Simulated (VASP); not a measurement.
Write the native input for VASP 6.6.1 that does the following.

| Property | Result |
| --- | --- |
| Task | single point |
| Functional | PBE |
| Dispersion | D3(BJ) |
| Potentials or basis | VASP PAW PBE potentials, release 64 (Mg_sv, O) |
| Cutoff | 840 eV |
| k mesh | 10 × 10 × 10 |
| Occupations | gaussian, width 0.02 eV |
| Spin | no spin polarisation |
| Dipole correction | no |
| Further INCAR settings | ALGO = Normal; EDIFF = 1e-06; NBANDS = 15 |

The structure of MgO lies in POSCAR:

```
MgO
1.0
    0.0000000000      2.1038061460      2.1038061460
    2.1038061460      0.0000000000      2.1038061460
    2.1038061460      2.1038061460      0.0000000000
Mg O
1 1
Direct
    0.0000000000      0.0000000000      0.0000000000
    0.5000000000      0.5000000000      0.5000000000
```

One way to write it, as run:

INCAR

```
ALGO = Normal ; EDIFF = 1E-6
ENCUT = 840 ; GGA = PE
GGA_COMPAT = F ; ISIF = 2
ISMEAR = 0 ; IVDW = 12
LASPH = T ; LCHARG = T
LELF = T ; LREAL = F
LVHAR = T ; LWAVE = F
NBANDS = 15 ; NELM = 120
PREC = Accurate ; SIGMA = 0.02
```

KPOINTS

```
k-points
0
Gamma
  10 10 10
```

Potentials or basis: VASP PAW PBE potentials, release 64 (Mg_sv, O).

The run is started by

```console
$ cat potpaw_PBE.64/Mg_sv/POTCAR potpaw_PBE.64/O/POTCAR > POTCAR
$ mpirun -np 1 vasp_std > vasp.out
```

Results of the run:

```
Pressure                   : 0.1 GPa
Band gap on the k mesh     : 4.77 eV
Dispersion energy per atom : -0.294 eV
```

Run time: 18 s on 1 thread of AMD EPYC 7R43 64-Core Processor (Zen 3) (shared host), peak memory 0.14 GiB.
